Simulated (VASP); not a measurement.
The system is Al.

```xyz
1
Lattice="0.0000 2.0248 2.0248 2.0248 0.0000 2.0248 2.0248 2.0248 0.0000" Properties=species:S:1:pos:R:3 pbc="T T T"
Al    0.0000    0.0000    0.0000
```

| Property | Result |
| --- | --- |
| Program | VASP 6.6.1 |
| Task | relaxation of cell and atoms |
| Functional | PBEsol |
| Potentials or basis | VASP PAW PBE potentials, release 64 (Al) |
| Cutoff | 500 eV |
| k mesh | 7 × 7 × 7 |
| Occupations | methfessel-paxton, width 0.1 eV |
| Spin | no spin polarisation |

At the start: pressure -2.5 GPa; volume 16.60 Å³/atom.

Q: Where does the relaxation end?

A: Over 3 steps the energy falls by 4.6 meV/atom and the volume is 16.06 Å³/atom (-3.3 %); space group Fm-3m (No. 225, to 0.05 Å).

The path:
```tsv
step	energy change (eV)	largest force (eV/Å)	pressure (GPa)	volume (Å³)
1	0.0000	0.0000	-2.55	16.60
2	-0.0045	0.0000	0.44	15.98
3	-0.0046	0.0000	0.00	16.06
```

Final structure:
```
Al
1.0
     0.00000    2.00231    2.00231
     2.00231    0.00000    2.00231
     2.00231    2.00231    0.00000
Al
1
Direct
  0.00000 0.00000 0.00000
```

Caveat: the k points lie up to 0.39 Å⁻¹ apart in the final cell; the PAW data sets were made with another functional, which shifts forces and pressure a little.
